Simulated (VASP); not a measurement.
ScGaN: single point with PBE

ScGaN:

```
Sc Ga N
1.0
     3.68757    0.00000    0.00000
    -1.84378    3.19353    0.00000
     0.00000    0.00000    3.59750
Sc Ga N
1 1 1
Direct
  0.00000 0.00000 0.00000
  0.66667 0.33333 0.50000
  0.33333 0.66667 0.50000
```

```yaml
Program: VASP 6.6.1
Task: single point
Functional: PBE
Potentials_or_basis: VASP PAW PBE potentials, release 64 (Sc_sv, Ga_d, N)
Cutoff: 520 eV
k_mesh: 6 × 6 × 4
Occupations: gaussian, width 0.1 eV
Spin: no spin polarisation
```

```
Pressure : 0.3 GPa
```

Stress tensor (GPa, compression positive):
```
0.38 0.00 0.00
0.00 0.38 0.00
0.00 0.00 0.13
```

Levels at points of the mesh, in eV from the Fermi level:
| k point | band 12 | band 13 | band 14 | band 15 | band 16 | band 17 | band 18 | band 19 |
| --- | --- | --- | --- | --- | --- | --- | --- | --- |
| (0.00, 0.00, 0.00) | -3.85 | -3.85 | -3.26 | -0.79 | 1.33 | 1.33 | 1.90 | 1.90 |
| (0.50, 0.00, 0.00) | -4.61 | -3.13 | -2.23 | 1.22 | 1.32 | 1.63 | 1.65 | 2.16 |
| (0.00, 0.00, 0.50) | -3.40 | -3.40 | -2.33 | 0.43 | 0.43 | 0.70 | 0.88 | 0.88 |
| (0.50, 0.00, 0.50) | -4.97 | -4.27 | -2.64 | -0.56 | 2.41 | 2.42 | 2.54 | 3.64 |

Wall time 11 s on 1 thread of AMD EPYC 9R45 96-Core Processor (Zen 5) (shared host), peak memory 0.14 GiB.

Caveat: the k points lie up to 0.44 Å⁻¹ apart.
